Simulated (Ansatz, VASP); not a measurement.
## One calculation of InSe, two programs

```xyz
4
Lattice="5.9387 -2.0665 0.0096 5.9387 2.0665 0.0096 -1.6117 0.0000 4.2141" Properties=species:S:1:pos:R:3 pbc="T T T"
In   10.4769    0.0000    0.0844
In   -0.2111    0.0000    4.1489
Se    6.7280    0.0000    2.6823
Se    3.5378    0.0000    1.5509
```

Alike in both runs: functional PBE; dispersion D3(BJ); k mesh 6 × 6 × 6; occupations gaussian, width 0.1 eV; no spin polarisation.

Ansatz relaxed the structure, and its values are those at the end. VASP's run is a single point on that final structure, the one shown.

```csv
,VASP,Ansatz
version,VASP 6.6.1,Ansatz 0.2.0
potentials or method,"VASP PAW PBE potentials, release 64 (In_d, Se), cutoff 520 eV","scalar-relativistic, plane waves, PAW"
valence electrons in the cell,38,58
```

|  | VASP | Ansatz | Ansatz less VASP |
| --- | --- | --- | --- |
| gap on the k mesh at the Fermi level (eV) | 0.68 | 0.68 | +0.004 |
| least direct gap on the mesh (eV) | 1.09 | 1.10 | +0.006 |
| pressure (GPa) | 0.0 | 0.0 | -0.04 |
| rms of the force components (eV/Å) | 0.019 | 0.020 | +0.0011 |

VASP's potentials hold 38 valence electrons a cell and Ansatz's 58, so a difference there can come from the potentials and not from the codes.
